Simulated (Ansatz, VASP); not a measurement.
# SiCl in VASP and in Ansatz

```
CELL_PARAMETERS angstrom
3.92670 0.00000 0.00000
1.96335 -5.90259 0.00000
0.00000 0.00000 -4.99959
ATOMIC_POSITIONS crystal
Si 0.48909 0.02182 0.75000
Si 0.51091 0.97818 0.25000
Cl 0.10606 0.78789 0.75000
Cl 0.89394 0.21211 0.25000
```

Alike in both runs: functional PBE; k mesh 5 × 5 × 4; no spin polarisation.

Ansatz relaxed the structure, and its values are those at the end. VASP's run is a single point on that final structure, the one shown.

|  | VASP | Ansatz |
| --- | --- | --- |
| version | VASP 6.6.1 | Ansatz 0.2.0 |
| potentials or method | VASP PAW PBE potentials, release 64 (Si, Cl), cutoff 520 eV | PAW plane waves |
| occupations | fermi-dirac, width 0.1 eV | fermi-dirac |
| valence electrons in the cell | 22 | 22 |

```csv
,VASP,Ansatz,Ansatz less VASP
gap on the k mesh at the Fermi level (eV),none,none,-
pressure (GPa),-0.1,0.0,+0.07
rms of the force components (eV/Å),0.004,0.000,-0.0033
```

A gap of «none» marks a metal or a gap that the smearing closes.
